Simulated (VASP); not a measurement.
# TiAl3 (Cmmm) in VASP: notebook, part 2 of 2

VASP 6.6.1. Earlier steps stand in the parts before.

**3. Single point, r2SCAN (strain +0.1125 x Voigt [0, 0, 0, 0, 1, 0])**

File POSCAR:

```
TiAl3
1.0
    3.9556712500      0.0000000000      0.2225065078
    0.0000000000      3.9556712500      0.0000000000
    0.2225065078      0.0000000000      3.9556712500
Ti Al
1 3
Direct
    0.0000000000      0.0000000000      0.0000000000
    0.5000000000      0.5000000000      0.0000000000
    0.5000000000      0.0000000000      0.5000000000
    0.0000000000      0.5000000000      0.5000000000
```

File INCAR.step1:

```
SYSTEM = TiAl3
PREC     = Accurate       ! precision mode
ENCUT    = 520            ! plane-wave cutoff, eV
ISMEAR   = 0              ! smearing method
SIGMA    = 0.15           ! smearing width, eV
LREAL    = .False.        ! projectors in reciprocal space
LASPH    = .True.         ! aspherical terms in the spheres
NELM     = 60             ! most SCF steps
NBANDS   = 18             ! bands
GGA      = PE             ! functional
ALGO     = Normal         ! electronic algorithm
EDIFF    = 1E-4           ! SCF threshold, eV
LWAVE    = .True.         ! write WAVECAR
LCHARG   = .False.        ! write CHGCAR
```

File INCAR.step2:

```
SYSTEM = TiAl3
PREC     = Accurate       ! precision mode
ENCUT    = 520            ! plane-wave cutoff, eV
EDIFF    = 1E-7           ! SCF threshold, eV
ISMEAR   = 0              ! smearing method
SIGMA    = 0.15           ! smearing width, eV
LREAL    = .False.        ! projectors in reciprocal space
LASPH    = .True.         ! aspherical terms in the spheres
NELM     = 60             ! most SCF steps
ALGO     = Normal         ! electronic algorithm
ISIF     = 2              ! what is computed and relaxed
LWAVE    = .False.        ! write WAVECAR
LCHARG   = .False.        ! write CHGCAR
METAGGA  = R2SCAN         ! meta-GGA
LMIXTAU  = .True.       
NBANDS   = 18             ! bands
ISTART   = 1
```

File KPOINTS:

```
regular mesh
0
Gamma
  12 12 12
  0 0 0
```

Potentials or basis: VASP PAW PBE potentials, release 64 (Ti_sv, Al).

The run is started by

```sh
$ cat potpaw_PBE.64/Ti_sv/POTCAR potpaw_PBE.64/Al/POTCAR > POTCAR
$ cp INCAR.step1 INCAR
$ mpirun -np 1 vasp_std > vasp.out
$ cp INCAR.step2 INCAR
$ mpirun -np 1 vasp_std > vasp.out
```

OUTCAR:

```text
SYSTEM = TiAl3
   PREC = Accurate
   ENCUT = 520
   EDIFF = 1E-7
   ISMEAR = 0
   LREAL = .False.
   LASPH = .True.
   NELM = 60
   ISIF = 2
   METAGGA = R2SCAN
   ISTART = 1

 ion  position               nearest neighbor table
   1  0.000  0.000  0.000-   3 2.64   3 2.64   4 2.80   4 2.80   4 2.80   4 2.80   2 2.80   2 2.80
                             2 2.80   2 2.80   3 2.95   3 2.95
   2  0.500  0.500  0.000-   4 2.64   4 2.64   3 2.80   3 2.80   3 2.80   3 2.80   1 2.80   1 2.80
                             1 2.80   1 2.80   4 2.95   4 2.95
   3  0.500  0.000  0.500-   1 2.64   1 2.64   2 2.80   2 2.80   2 2.80   2 2.80   4 2.80   4 2.80
                             4 2.80   4 2.80   1 2.95   1 2.95
   4  0.000  0.500  0.500-   2 2.64   2 2.64   1 2.80   1 2.80   1 2.80   1 2.80   3 2.80   3 2.80
                             3 2.80   3 2.80   2 2.95   2 2.95

  LATTYP: Found a base centered orthorhombic cell.
 ALAT       =     5.2794922090
 B/A-ratio  =     1.1192052980
 C/A-ratio  =     0.7492522185

  Lattice vectors:

 A1 = (  -3.9556712500,   0.0000000000,  -0.2225065078)
 A2 = (   0.2225065078,   0.0000000000,   3.9556712500)
[... 182 lines left out ...]

 val. band max:        9.1598969629   @ k =   0.3333   0.2500   0.0833
 cond. band min:       9.1638701321   @ k =   0.0000   0.0833   0.0000
 fundamental gap:      0.0039731692
 Fermi energy:         9.1637442466

 k-point     1 :       0.0000    0.0000    0.0000
  band No.  band energies     occupation
      1     -50.1581      2.00000
      2     -25.4572      2.00000
      3     -25.4409      2.00000
      4     -25.3813      2.00000
      5      -2.3153      2.00000
      6       5.9606      2.00000
[... 481 lines left out ...]
      5      -1.4041      2.00000
      6       3.3921      2.00000
[... 10 lines left out ...]
     17      14.0278      0.00000
     18      14.4076      0.00000

 [... further k-points ...]

------------------------ aborting loop because EDIFF is reached ----------------------------------------

  FORCE on cell =-STRESS in cart. coord.  units (eV):
  Direction    XX          YY          ZZ          XY          YZ          ZX
  --------------------------------------------------------------------------------------
  -------------------------------------------------------------------------------------
  Total        1.2295715     -0.2139996      1.2295715      0.0000000      0.0000000     -3.8209727
  in kB       31.9286171     -5.5569847     31.9286171      0.0000000      0.0000000    -99.2202363
  external PRESSURE =      19.4334165 kB  Pullay stress =       0.0000000 kB

 VOLUME and BASIS-vectors are now :
 -----------------------------------------------------------------------------
  energy-cutoff  :      520.00
  volume of cell :       61.70
      direct lattice vectors                 reciprocal lattice vectors
     3.955671250  0.000000000  0.222506508     0.253604014  0.000000000 -0.014265226
     0.000000000  3.955671250  0.000000000     0.000000000  0.252801595  0.000000000
     0.222506508  0.000000000  3.955671250    -0.014265226  0.000000000  0.253604014

 POSITION                                       TOTAL-FORCE (eV/Angst)
 -----------------------------------------------------------------------------------
      0.00000      0.00000      0.00000         0.000000      0.000000      0.000000
      1.97784      1.97784      0.11125        -0.000000      0.000000      0.000000
      2.08909      0.00000      2.08909        -0.000000      0.000000      0.000000
      0.11125      1.97784      1.97784         0.000000      0.000000      0.000000
 -----------------------------------------------------------------------------------
    total drift:                               -0.000000     -0.000000     -0.000000

  FREE ENERGIE OF THE ION-ELECTRON SYSTEM (eV)
  ---------------------------------------------------
  free  energy   TOTEN  =       -34.6114940499 eV

  energy  without entropy=      -34.5872266310  energy(sigma->0) =      -34.59936034
```

OUTCAR.step1:

```text
SYSTEM = TiAl3
   PREC = Accurate
   ENCUT = 520
   ISMEAR = 0
   LREAL = .False.
   LASPH = .True.
[... 739 lines left out ...]
      1.97784      1.97784      0.11125        -0.000000      0.000000      0.000000
      2.08909      0.00000      2.08909         0.000000      0.000000      0.000000
      0.11125      1.97784      1.97784         0.000000      0.000000      0.000000
 -----------------------------------------------------------------------------------
    total drift:                               -0.000000     -0.000000      0.000000

  FREE ENERGIE OF THE ION-ELECTRON SYSTEM (eV)
  ---------------------------------------------------
  free  energy   TOTEN  =       -20.3479460188 eV

  energy  without entropy=      -20.3220064254  energy(sigma->0) =      -20.33497622
```

Run time: 14 min. Hardware: 1 thread of AMD EPYC 7R13 (Zen 3), shared host; peak memory 0.39 GiB.

What came out:

| Property | Result |
| --- | --- |
| Free energy | -34.6115 eV |
| Pressure | 1.9 GPa |
| Band gap on the k mesh | zero (an odd number of electrons rules out a gap without spin polarisation) |

Stress tensor (GPa, compression positive):
```
 3.19  0.00 -9.92
 0.00 -0.56  0.00
-9.92  0.00  3.19
```

Levels at points of the mesh, in eV from the Fermi level:
| k point | band 7 | band 8 | band 9 | band 10 | band 11 | band 12 | band 13 | band 14 |
| --- | --- | --- | --- | --- | --- | --- | --- | --- |
| (0.00, 0.00, 0.00) | -3.13 | -2.61 | -2.38 | -2.00 | -0.05 | 0.14 | 0.16 | 0.84 |
| (0.50, 0.00, 0.00) | -2.62 | -2.43 | -2.13 | -0.02 | 0.37 | 0.70 | 1.13 | 1.22 |
| (0.00, 0.50, 0.00) | -2.59 | -2.23 | -2.22 | 0.26 | 0.72 | 0.84 | 1.01 | 1.21 |
| (0.50, 0.50, 0.00) | -6.47 | -5.38 | -1.51 | -1.41 | 0.82 | 0.91 | 1.11 | 1.43 |
| (0.50, 0.00, 0.50) | -5.78 | -5.34 | -1.61 | -1.09 | 0.50 | 1.12 | 1.18 | 1.35 |
| (0.50, 0.50, 0.50) | -5.41 | -4.74 | -4.33 | -3.80 | -3.26 | 0.28 | 1.43 | 1.46 |

Caveat: the cell differs from its parent crystal (strain +0.1125 x Voigt [0, 0, 0, 0, 1, 0]); the PAW data sets were made with another functional, which shifts forces and pressure a little.

**4. Single point, r2SCAN (strain -0.0750 x Voigt [0, 0, 0, 0, 1, 0])**

POSCAR, as its differences from that of step 3:

```diff
@@ -2,5 +2,5 @@
 1.0
-    3.9556712500      0.0000000000      0.2225065078
+    3.9556712500      0.0000000000     -0.1483376719
     0.0000000000      3.9556712500      0.0000000000
-    0.2225065078      0.0000000000      3.9556712500
+   -0.1483376719      0.0000000000      3.9556712500
 Ti Al
```

File INCAR.step1:

```
SYSTEM = TiAl3
ALGO = Normal
EDIFF = 1E-4
ENCUT = 520
GGA = PE
ISMEAR = 0
LASPH = .TRUE.
LCHARG = .FALSE.
LREAL = .FALSE.
LWAVE = .TRUE.
NBANDS = 18
NELM = 80
PREC = Accurate
SIGMA = 0.15
```

File INCAR.step2:

```
SYSTEM = TiAl3
ALGO = Normal
EDIFF = 1E-6
ENCUT = 520
ISIF = 2
ISMEAR = 0
ISTART = 1
LASPH = .TRUE.
LCHARG = .FALSE.
LMIXTAU = .TRUE.
LREAL = .FALSE.
LWAVE = .FALSE.
METAGGA = R2SCAN
NBANDS = 18
NELM = 80
PREC = Accurate
SIGMA = 0.15
```

File KPOINTS:

```
k-points
0
G
  12 12 12
  0 0 0
```

Potentials or basis: VASP PAW PBE potentials, release 64 (Ti_sv, Al).

The run is started by

```sh
$ cat potpaw_PBE.64/Ti_sv/POTCAR potpaw_PBE.64/Al/POTCAR > POTCAR
$ cp INCAR.step1 INCAR
$ mpirun -np 1 vasp_std > vasp.out
$ cp INCAR.step2 INCAR
$ mpirun -np 1 vasp_std > vasp.out
```

OUTCAR:

```text
SYSTEM = TiAl3
   EDIFF = 1E-6
   ENCUT = 520
   ISIF = 2
   ISMEAR = 0
   ISTART = 1
   LASPH = .TRUE.
   LREAL = .FALSE.
   METAGGA = R2SCAN
   NELM = 80
   PREC = Accurate

 ion  position               nearest neighbor table
   1  0.000  0.000  0.000-   3 2.69   3 2.69   4 2.80   4 2.80   2 2.80   4 2.80   4 2.80   2 2.80
                             2 2.80   2 2.80   3 2.90   3 2.90
   2  0.500  0.500  0.000-   4 2.69   4 2.69   1 2.80   3 2.80   1 2.80   3 2.80   3 2.80   1 2.80
                             3 2.80   1 2.80   4 2.90   4 2.90
   3  0.500  0.000  0.500-   1 2.69   1 2.69   4 2.80   2 2.80   2 2.80   4 2.80   2 2.80   4 2.80
                             2 2.80   4 2.80   1 2.90   1 2.90
   4  0.000  0.500  0.500-   2 2.69   2 2.69   3 2.80   1 2.80   1 2.80   3 2.80   1 2.80   3 2.80
                             1 2.80   3 2.80   2 2.90   2 2.90

  LATTYP: Found a base centered orthorhombic cell.
 ALAT       =     5.3843827826
 B/A-ratio  =     1.0779220779
 C/A-ratio  =     0.7346563960

  Lattice vectors:

 A1 = (  -0.1483376719,   0.0000000000,   3.9556712500)
 A2 = (   3.9556712500,   0.0000000000,  -0.1483376719)
[... 182 lines left out ...]

 val. band max:        9.1676058892   @ k =  -0.4167   0.0000   0.1667
 cond. band min:       9.1687712042   @ k =  -0.3333   0.1667   0.0833
 fundamental gap:      0.0011653150
 Fermi energy:         9.1683650963

 k-point     1 :       0.0000    0.0000    0.0000
  band No.  band energies     occupation
      1     -50.1632      2.00000
      2     -25.4529      2.00000
      3     -25.4370      2.00000
      4     -25.4011      2.00000
      5      -2.3226      2.00000
      6       5.9588      2.00000
[... 481 lines left out ...]
      5      -1.4125      2.00000
      6       3.3840      2.00000
[... 10 lines left out ...]
     17      13.9804      0.00000
     18      14.5721      0.00000

 [... further k-points ...]

------------------------ aborting loop because EDIFF is reached ----------------------------------------

  FORCE on cell =-STRESS in cart. coord.  units (eV):
  Direction    XX          YY          ZZ          XY          YZ          ZX
  --------------------------------------------------------------------------------------
  -------------------------------------------------------------------------------------
  Total        0.5315657     -0.1060562      0.5315657      0.0000000      0.0000000      2.5311927
  in kB       13.7790133     -2.7491430     13.7790133      0.0000000      0.0000000     65.6124691
  external PRESSURE =       8.2696279 kB  Pullay stress =       0.0000000 kB

 VOLUME and BASIS-vectors are now :
 -----------------------------------------------------------------------------
  energy-cutoff  :      520.00
  volume of cell :       61.81
      direct lattice vectors                 reciprocal lattice vectors
     3.955671250  0.000000000 -0.148337672     0.253157598  0.000000000  0.009493410
     0.000000000  3.955671250  0.000000000     0.000000000  0.252801595  0.000000000
    -0.148337672  0.000000000  3.955671250     0.009493410  0.000000000  0.253157598

 POSITION                                       TOTAL-FORCE (eV/Angst)
 -----------------------------------------------------------------------------------
      0.00000      0.00000      0.00000         0.000000      0.000000      0.000000
      1.97784      1.97784     -0.07417        -0.000000      0.000000      0.000000
      1.90367      0.00000      1.90367        -0.000000      0.000000      0.000000
     -0.07417      1.97784      1.97784        -0.000000      0.000000      0.000000
 -----------------------------------------------------------------------------------
    total drift:                               -0.000000     -0.000000     -0.000000

  FREE ENERGIE OF THE ION-ELECTRON SYSTEM (eV)
  ---------------------------------------------------
  free  energy   TOTEN  =       -34.7323235425 eV

  energy  without entropy=      -34.7075585098  energy(sigma->0) =      -34.71994103
```

It took 23 min on 1 thread of Oxide Virtual Turin-like, shared host; peak memory 0.38 GiB.

What came out:

```yaml
Free_energy: -34.7323 eV
Pressure: 0.8 GPa
Band_gap_on_the_k_mesh: zero (an odd number of electrons rules out a gap without spin polarisation)
```

Stress tensor (GPa, compression positive):
```
 1.38  0.00  6.56
 0.00 -0.27  0.00
 6.56  0.00  1.38
```

Levels at points of the mesh, in eV from the Fermi level:
```tsv
k point	band 7	band 8	band 9	band 10	band 11	band 12	band 13	band 14
(0.00, 0.00, 0.00)	-3.18	-2.56	-2.39	-2.16	0.04	0.14	0.14	0.74
(0.50, 0.00, 0.00)	-2.55	-2.45	-2.21	0.26	0.39	0.68	1.07	1.20
(0.00, 0.50, 0.00)	-2.56	-2.31	-2.27	0.34	0.68	0.76	0.95	1.20
(0.50, 0.50, 0.00)	-6.51	-5.40	-1.44	-1.39	0.72	1.01	1.10	1.42
(0.50, 0.00, 0.50)	-6.05	-5.39	-1.54	-1.19	0.57	1.11	1.13	1.38
(0.50, 0.50, 0.50)	-5.41	-4.97	-4.20	-3.84	-3.49	0.25	1.45	1.47
```

Caveat: the cell differs from its parent crystal (strain -0.0750 x Voigt [0, 0, 0, 0, 1, 0]); the PAW data sets were made with another functional, which shifts forces and pressure a little.

**5. Single point, r2SCAN (strain +0.0375 x Voigt [0, 0, 0, 0, 1, 0])**

POSCAR, as its differences from that of step 4:

```diff
@@ -2,5 +2,5 @@
 1.0
-    3.9556712500      0.0000000000     -0.1483376719
+    3.9556712500      0.0000000000      0.0741688359
     0.0000000000      3.9556712500      0.0000000000
-   -0.1483376719      0.0000000000      3.9556712500
+    0.0741688359      0.0000000000      3.9556712500
 Ti Al
```

File INCAR.step1:

```
SYSTEM = TiAl3
  ALGO = Normal
  EDIFF = 1E-4
  ENCUT = 520
  GGA = PE
  ISMEAR = 0
  LASPH = .TRUE.
  LCHARG = .FALSE.
  LREAL = .FALSE.
  LWAVE = .TRUE.
  NBANDS = 18
  NELM = 100
  PREC = Accurate
  SIGMA = 0.15
```

File INCAR.step2:

```
SYSTEM = TiAl3
  ALGO = Normal
  EDIFF = 1E-6
  ENCUT = 520
  ISIF = 2
  ISMEAR = 0
  ISTART = 1
  LASPH = .TRUE.
  LCHARG = .FALSE.
  LMIXTAU = .TRUE.
  LREAL = .FALSE.
  LWAVE = .FALSE.
  METAGGA = R2SCAN
  NBANDS = 18
  NELM = 100
  PREC = Accurate
  SIGMA = 0.15
```

KPOINTS is that of step 4.

The run is started by

```sh
$ cat potpaw_PBE.64/Ti_sv/POTCAR potpaw_PBE.64/Al/POTCAR > POTCAR
$ cp INCAR.step1 INCAR
$ mpirun -np 1 vasp_std > vasp.out
$ cp INCAR.step2 INCAR
$ mpirun -np 1 vasp_std > vasp.out
```

Wall time 22 min (1 thread of Oxide Virtual Turin-like, shared host); peak memory 0.39 GiB.

It converged, with:

```
Free energy            : -34.8036 eV
Pressure               : 0.2 GPa
Band gap on the k mesh : zero (an odd number of electrons rules out a gap without spin polarisation)
```

Stress tensor (GPa, compression positive):
```
 0.31  0.00 -3.23
 0.00 -0.14  0.00
-3.23  0.00  0.31
```

Levels at points of the mesh, in eV from the Fermi level:
```
           k point  band 8  band 9  band 10  band 11  band 12  band 13
(0.00, 0.00, 0.00)   -2.49   -2.39    -2.29     0.11     0.13     0.13
(0.50, 0.00, 0.00)   -2.45   -2.27     0.40     0.52     0.68     0.99
(0.00, 0.50, 0.00)   -2.39   -2.29     0.38     0.67     0.70     0.92
(0.50, 0.50, 0.00)   -5.42   -1.39    -1.38     0.65     1.07     1.09
(0.50, 0.00, 0.50)   -5.41   -1.46    -1.29     0.61     1.10     1.10
(0.50, 0.50, 0.50)   -5.19   -4.05    -3.87    -3.69     0.22     1.46
```

Caveat: the cell differs from its parent crystal (strain +0.0375 x Voigt [0, 0, 0, 0, 1, 0]); the PAW data sets were made with another functional, which shifts forces and pressure a little.

**6. The runs side by side**

| cell | gap on the mesh (eV) | pressure (GPa) |
| --- | --- | --- |
| a = 3.967, b = 3.956 Å, angles 90.0, 98.6, 90.0°, 4 atoms | none | 3.5 |
| a = 3.962, b = 3.956 Å, angles 90.0, 83.6, 90.0°, 4 atoms | none | 1.9 |
| a = 3.958, b = 3.956 Å, angles 90.0, 94.3, 90.0°, 4 atoms | none | 0.8 |
| a = 3.956, b = 3.956 Å, angles 90.0, 87.9, 90.0°, 4 atoms | none | 0.2 |

Alike in all rows: task single point; level r2SCAN; potentials or basis VASP PAW PBE potentials, release 64 (Ti_sv, Al); no spin polarisation; k mesh 12 × 12 × 12; cutoff (eV) 520; smearing gaussian 0.15 eV.

Caveats: the PAW data sets were made with another functional, which shifts forces and pressure a little; the cell stands under pressure (at least some runs).

Absolute energies hang on the potentials; compare differences alone.
